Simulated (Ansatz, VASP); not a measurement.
# One calculation of BiTe, two programs

Contents of POSCAR:

```
BiTe
1.0
    0.0000000000      3.0442515534      3.6531018641
    3.0442515534      0.0000000000      3.6531018641
    3.0442515534      3.0442515534      0.0000000000
Bi Te
1 1
Direct
    0.0000000000      0.0000000000      0.0000000000
    0.5000000000      0.5000000000      0.5000000000
```

INCAR.step1

```
PREC     = Accurate       # precision mode
ENCUT    = 520            # plane-wave cutoff, eV
ISMEAR   = 0              # smearing method
SIGMA    = 0.15           # smearing width, eV
LREAL    = False          # projectors in reciprocal space
LASPH    = True           # aspherical terms in the spheres
NELM     = 100            # most SCF steps
NBANDS   = 18             # bands
GGA      = PE             # functional
ALGO     = Normal         # electronic algorithm
EDIFF    = 1E-4           # SCF threshold, eV
LWAVE    = True           # write WAVECAR
LCHARG   = False          # write CHGCAR
```

INCAR.step2

```
PREC     = Accurate       # precision mode
ENCUT    = 520            # plane-wave cutoff, eV
EDIFF    = 1E-7           # SCF threshold, eV
ISMEAR   = 0              # smearing method
SIGMA    = 0.15           # smearing width, eV
LREAL    = False          # projectors in reciprocal space
LASPH    = True           # aspherical terms in the spheres
NELM     = 100            # most SCF steps
ALGO     = Normal         # electronic algorithm
ISIF     = 2              # what is computed and relaxed
LWAVE    = False          # write WAVECAR
LCHARG   = True           # write CHGCAR
METAGGA  = R2SCAN         # meta-GGA
LMIXTAU  = True         
LELF     = True           # ELF
LVHAR    = True         
NBANDS   = 18             # bands
ISTART   = 1
```

File KPOINTS:

```
Automatic mesh
0
Gamma
  14 14 14
```

Input for Ansatz:

```yaml
crystal:
  lattice:
    - [0.0, 3.0442515534, 3.6531018641]
    - [3.0442515534, 0.0, 3.6531018641]
    - [3.0442515534, 3.0442515534, 0.0]
  atoms:
    - { symbol: Bi, position: [0.0, 0.0, 0.0] }
    - { symbol: Te, position: [0.5, 0.5, 0.5] }
basis:
  ecutwfc: 500
kpoints:
  mp_grid: { grid: [14, 14, 14] }
hamiltonian:
  xc: r2scan
scf:
  occupations: { method: gaussian, width: 0.15 }
output:
  forces: true
  stress: true
  eigenvalues: true
```

Alike in both runs: task single point; functional r2SCAN; k mesh 14 × 14 × 14; occupations gaussian, width 0.15 eV; no spin polarisation.

|  | VASP | Ansatz |
| --- | --- | --- |
| version | VASP 6.6.1 | Ansatz 0.2.0 |
| potentials or method | VASP PAW PBE potentials, release 64 (Bi_d, Te), cutoff 520 eV | scalar-relativistic, plane waves, PAW |
| valence electrons in the cell | 21 | 31 |

|  | VASP | Ansatz | Ansatz less VASP |
| --- | --- | --- | --- |
| gap on the k mesh at the Fermi level (eV) | none | none | - |
| pressure (GPa) | 2.8 | 2.9 | +0.02 |
| traceless stress, the component that is largest in VASP (GPa) | -6.16 | -6.14 | +0.019 |

VASP's potentials were made for PBE, not for r2SCAN. A gap of «none» marks a metal or a gap that the smearing closes. VASP's potentials hold 21 valence electrons a cell and Ansatz's 31, so a difference there can come from the potentials and not from the codes.

Spin-orbit coupling is off throughout.
